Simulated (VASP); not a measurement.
# AlRu in VASP: settings compared, part 2 of 2

VASP 6.6.1. Earlier steps stand in the parts before.

## (3) Single point, vdW-DF-cx (last atom moved by 0.05 Å along z, cell strained by +1.0% along z)

Input file INCAR:

```
  GGA = CX
  LUSE_VDW = True
  AGGAC = 0.0
  ISMEAR = 0
  SIGMA = 0.07
  LWAVE = False
  LCHARG = False
  ISIF = 2
  PREC = Accurate
  LASPH = True
  LREAL = False
  ALGO = Normal
  EDIFF = 1E-6
  NELM = 120
  GGA_COMPAT = False
  ENCUT = 310
```

Input file KPOINTS:

```
Automatic mesh
0
Gamma
  12 12 12
  0 0 0
```

Input file POSCAR:

```
AlRu
1.0
    2.9916000000      0.0000000000      0.0000000000
    0.0000000000      2.9916000000      0.0000000000
    0.0000000000      0.0000000000      3.0215160000
Ru Al
1 1
Direct
    0.5000000000      0.5000000000      0.5000000000
    0.0000000000      0.0000000000      0.0167134600
```

Potentials or basis: VASP PAW PBE potentials, release 64 (Ru_pv, Al).

Launch:

```sh
$ cat potpaw_PBE.64/Ru_pv/POTCAR potpaw_PBE.64/Al/POTCAR > POTCAR
$ mpirun -np 1 vasp_std > vasp.out
```

OUTCAR:

```text
GGA = CX
   ISMEAR = 0
   ISIF = 2
   PREC = Accurate
   LASPH = True
   LREAL = False
   EDIFF = 1E-6
   NELM = 120
   ENCUT = 310

 Found    196 irreducible k-points:

 Following reciprocal coordinates:
            Coordinates               Weight
  0.000000  0.000000  0.000000      1.000000
  0.083333  0.000000  0.000000      4.000000
  0.166667  0.000000  0.000000      4.000000
  0.250000  0.000000  0.000000      4.000000
  0.333333  0.000000  0.000000      4.000000
  0.416667  0.000000  0.000000      4.000000
   k-points           NKPTS =    196   k-points in BZ     NKDIM =    196   number of bands    NBANDS=     12
   number of dos      NEDOS =    301   number of ions     NIONS =      2
   total plane-waves  NPLWV =   5832
   dimension x,y,z NGX =    18 NGY =   18 NGZ =   18
   dimension x,y,z NGXF=    36 NGYF=   36 NGZF=   36
   ions per type =               1   1
   NGX,Y,Z   is equivalent  to a cutoff of  10.00, 10.00,  9.90 a.u.
   NGXF,Y,Z  is equivalent  to a cutoff of  20.01, 20.01, 19.81 a.u.
 SYSTEM =  unknown system
   PREC   = accura    normal or accurate (medium, high low for compatibility)
   ISTART =      0    job   : 0-new  1-cont  2-samecut
   ICHARG =      2    charge: 1-file 2-atom 10-const
   ISPIN  =      1    spin polarized calculation?
   LNONCOLLINEAR =      F non collinear calculations
   LSORBIT =      F    spin-orbit coupling
   LASPH  =      T    aspherical Exc in radial PAW
   ENCUT  =  310.0 eV  22.78 Ry    4.77 a.u.   4.29  4.29  4.34*2*pi/ulx,y,z
   NELM   =    120;   NELMIN=  2; NELMDL= -5     # of ELM steps
   EDIFF  = 0.1E-05   stopping-criterion for ELM
   LREAL  =      F    real-space projection
   EDIFFG = 0.1E-04   stopping-criterion for IOM
   NSW    =      0    number of steps for IOM
   IBRION =     -1    ionic relax: 0-MD 1-quasi-New 2-CG
   NFREE  =      0    steps in history (QN), initial steepest desc. (CG)
   ISIF   =      2    stress and relaxation
   ISYM   =      2    0-nonsym 1-usesym 2-fastsym
   POTIM  = 0.5000    time-step for ionic-motion
   TEBEG  =    0.0;   TEEND  =   0.0 temperature during run

   SCALEE = 1.0000    scale energy and forces
   PSTRESS=    0.0 pullay stress
   NELECT =      17.0000    total number of electrons
   NUPDOWN=      -1.0000    fix difference up-down
   EMIN   =  10.00;   EMAX   =-10.00  energy-range for DOS
   EFERMI =   0.00;   METHOD = LEGACY
   ISMEAR =     0;   SIGMA  =   0.07  broadening in eV -4-tet -1-fermi 0-gaus
   EFERMI_NEDOS =   21; number of points for ismear=-14 and -15
[... 26 lines left out ...]
   NGX =  9   NGY =  9   NGZ =  9

 number of electron      17.0000010 magnetization

 Free energy of the ion-electron system (eV)
  ---------------------------------------------------
  ext. energy  EPLUGINS =         0.00000000
  ---------------------------------------------------
  free energy    TOTEN  =       -10.48779253 eV

  energy without entropy =      -10.48407207  energy(sigma->0) =      -10.48593230

 E-fermi :  10.4919     XC(G=0): -12.5948

 val. band max:       10.4908203173   @ k =   0.0833   0.0000   0.0833
 cond. band min:      10.4983812090   @ k =   0.0000   0.0000   0.0833
 fundamental gap:      0.0075608917
 Fermi energy:        10.4919261164

 k-point     1 :       0.0000    0.0000    0.0000
  band No.  band energies     occupation
      1     -31.2144      2.00000
      2     -31.2015      2.00000
      3     -31.2015      2.00000
      4       0.8983      2.00000
      5       6.9796      2.00000
      6       6.9840      2.00000
      7      10.6550      0.00099
      8      10.6550      0.00099
      9      10.7152      0.00001
     10      16.3484      0.00000
     11      16.6463      0.00000
     12      16.6463      0.00000
[... 61 lines left out ...]
 k-point     6 :       0.4167    0.0000    0.0000
  band No.  band energies     occupation
      1     -31.3959      2.00000
      2     -31.1975      2.00000
      3     -31.1846      2.00000
      4       3.8393      2.00000
      5       5.9458      2.00000
      6       7.7204      2.00000
      7       8.9312      2.00000
      8       9.0385      2.00000
      9      10.8925      0.00000
     10      12.8132      0.00000
     11      18.1776      0.00000
     12      20.5770      0.00000

 [... further k-points ...]

------------------------ aborting loop because EDIFF is reached ----------------------------------------

  FORCE on cell =-STRESS in cart. coord.  units (eV):
  Direction    XX          YY          ZZ          XY          YZ          ZX
  --------------------------------------------------------------------------------------
  -------------------------------------------------------------------------------------
  Total       -0.6223828     -0.6223828     -0.9456227      0.0000000     -0.0000000      0.0000000
  in kB      -36.8753569    -36.8753569    -56.0268912      0.0000000     -0.0000000      0.0000000
  external PRESSURE =     -43.2592017 kB  Pullay stress =       0.0000000 kB

 VOLUME and BASIS-vectors are now :
 -----------------------------------------------------------------------------
  energy-cutoff  :      310.00
  volume of cell :       27.04
      direct lattice vectors                 reciprocal lattice vectors
     2.991600000  0.000000000  0.000000000     0.334269287  0.000000000  0.000000000
     0.000000000  2.991600000  0.000000000     0.000000000  0.334269287  0.000000000
     0.000000000  0.000000000  3.021516000     0.000000000  0.000000000  0.330959690

 POSITION                                       TOTAL-FORCE (eV/Angst)
 -----------------------------------------------------------------------------------
      1.49580      1.49580      1.51076         0.000000     -0.000000      0.382472
      0.00000      0.00000      0.05050         0.000000      0.000000     -0.382472
 -----------------------------------------------------------------------------------
    total drift:                                0.000000     -0.000000      0.000028

  FREE ENERGIE OF THE ION-ELECTRON SYSTEM (eV)
  ---------------------------------------------------
  free  energy   TOTEN  =       -10.4877925334 eV

  energy  without entropy=      -10.4840720730  energy(sigma->0) =      -10.48593230

Total vdW correction in eV:      2.3911763
```

OSZICAR:

```text
N       E                     dE             d eps       ncg     rms          rms(c)
DAV:   1     0.662172465553E+02    0.66217E+02   -0.76316E+03  5648   0.873E+02
DAV:   2    -0.100246718436E+02   -0.76242E+02   -0.72868E+02  5224   0.259E+02
DAV:   3    -0.111588693825E+02   -0.11342E+01   -0.11197E+01  5520   0.325E+01
DAV:   4    -0.111685121064E+02   -0.96427E-02   -0.96407E-02  5692   0.293E+00
DAV:   5    -0.111686915379E+02   -0.17943E-03   -0.17943E-03  5556   0.348E-01    0.124E+01
DAV:   6    -0.105783552188E+02    0.59034E+00   -0.37248E+00  5008   0.219E+01    0.246E+00
DAV:   7    -0.105027064002E+02    0.75649E-01   -0.30162E-01  4972   0.640E+00    0.212E+00
DAV:   8    -0.104879665471E+02    0.14740E-01   -0.17498E-02  5176   0.133E+00    0.163E-01
DAV:   9    -0.104878004184E+02    0.16613E-03   -0.28637E-04  5484   0.158E-01    0.117E-01
DAV:  10    -0.104877937110E+02    0.67074E-05   -0.34209E-05  5536   0.654E-02    0.137E-02
DAV:  11    -0.104877926811E+02    0.10299E-05   -0.51946E-06  5208   0.276E-02    0.489E-03
DAV:  12    -0.104877925334E+02    0.14772E-06   -0.20530E-07  2556   0.530E-03
   1 F= -.10487793E+02 E0= -.10485932E+02  d E =-.372046E-02
```

Wall time 18 s (1 thread of Intel Xeon 6975P-C (Granite Rapids), shared host); peak memory 0.23 GiB.

What came out:

- Free energy: -10.4878 eV
- Pressure: -4.3 GPa
- Largest force: 0.382 eV/Å
- Band gap on the k mesh: zero (an odd number of electrons rules out a gap without spin polarisation)

Forces in eV/Å, atoms in the order of the input:
```
Ru   0.000  0.000  0.382
Al   0.000  0.000 -0.382
```

Levels at points of the mesh, in eV from the Fermi level:
```tsv
k point	band 5	band 6	band 7	band 8	band 9	band 10	band 11	band 12
(0.00, 0.00, 0.00)	-3.51	-3.51	0.16	0.16	0.22	5.86	6.15	6.15
(0.50, 0.00, 0.00)	-5.37	-2.71	-1.65	-1.54	0.42	2.32	7.48	10.81
(0.50, 0.50, 0.00)	-3.00	-1.36	-1.36	-1.14	-1.14	1.57	5.29	6.25
(0.00, 0.00, 0.50)	-5.47	-2.75	-1.53	-1.53	0.46	2.15	7.50	11.05
(0.50, 0.00, 0.50)	-3.05	-1.38	-1.31	-1.13	-1.10	1.50	5.16	6.20
(0.50, 0.50, 0.50)	-4.56	-4.56	1.58	1.65	2.62	4.08	4.13	4.13
```

Caveat: the cell differs from its parent crystal (last atom moved by 0.05 Å along z, cell strained by +1.0% along z); the cell stands under tension; the PAW data sets were made with another functional, which shifts forces and pressure a little.

## (4) Single point, vdW-DF-cx (last atom moved by 0.05 Å along z, cell strained by +1.0% along z)

Input file INCAR:

```
  GGA = CX
  LUSE_VDW = True
  AGGAC = 0.0
  ISMEAR = 0
  SIGMA = 0.04
  LWAVE = False
  LCHARG = False
  ISIF = 2
  PREC = Accurate
  LASPH = True
  LREAL = False
  ALGO = Normal
  EDIFF = 1E-8
  NELM = 120
  GGA_COMPAT = False
  ENCUT = 620
```

Input file KPOINTS:

```
Automatic mesh
0
Gamma
  21 21 20
  0 0 0
```

POSCAR is that of step 3.

Launch:

```sh
$ cat potpaw_PBE.64/Ru_pv/POTCAR potpaw_PBE.64/Al/POTCAR > POTCAR
$ mpirun -np 1 vasp_std > vasp.out
```

Wall time 2.5 min (1 thread of Intel Xeon 6975P-C (Granite Rapids), shared host); peak memory 0.56 GiB.

Results (log left out):

* Free energy: -10.4771 eV
* Pressure: -3.8 GPa
* Largest force: 0.383 eV/Å
* Band gap on the k mesh: zero (an odd number of electrons rules out a gap without spin polarisation)

Forces in eV/Å, atoms in the order of the input:
```
Ru   0.000  0.000  0.383
Al   0.000  0.000 -0.383
```

Stress tensor (GPa, compression positive):
```
-3.21  0.00  0.00
 0.00 -3.21  0.00
 0.00  0.00 -4.85
```

Levels at points of the mesh, in eV from the Fermi level:
```tsv
k point	band 7	band 8	band 9	band 10	band 11	band 12
(0.00, 0.00, 0.00)	0.16	0.16	0.22	5.86	6.16	6.16
```

Caveat: the cell differs from its parent crystal (last atom moved by 0.05 Å along z, cell strained by +1.0% along z); the cell stands under tension; the PAW data sets were made with another functional, which shifts forces and pressure a little.

## (5) Overview

```csv
level,cell,k mesh,cutoff (eV),smearing,dipole correction,grid for exact exchange (PRECFOCK),share of exact exchange,tolerance level,purpose,gap on the mesh (eV),pressure (GPa),largest force (eV/Å)
PBEsol-based global hybrid with 25 % exact exchange,"a = 2.992 Å, 2 atoms, atomic positions A",5 × 5 × 5,520,fermi-dirac 0.05 eV,no,Normal,0.25,-,-,none,-7.9,-
vdW-DF-cx,"a = 2.992, b = 2.992, c = 3.022 Å, 2 atoms, atomic positions B",12 × 12 × 12,310,gaussian 0.07 eV,-,-,-,screening,stress,none,-4.3,0.38
vdW-DF-cx,"a = 2.992, b = 2.992, c = 3.022 Å, 2 atoms, atomic positions B",21 × 21 × 20,620,gaussian 0.04 eV,-,-,-,screening,stress,none,-3.8,0.38
```

Alike in all rows: task single point; potentials or basis VASP PAW PBE potentials, release 64 (Ru_pv, Al); no spin polarisation.

Caveats: some runs use coarse meshes; the PAW data sets were made with another functional, which shifts forces and pressure a little; the cell stands under tension (at least some runs).

Absolute energies hang on the potentials; compare differences alone.
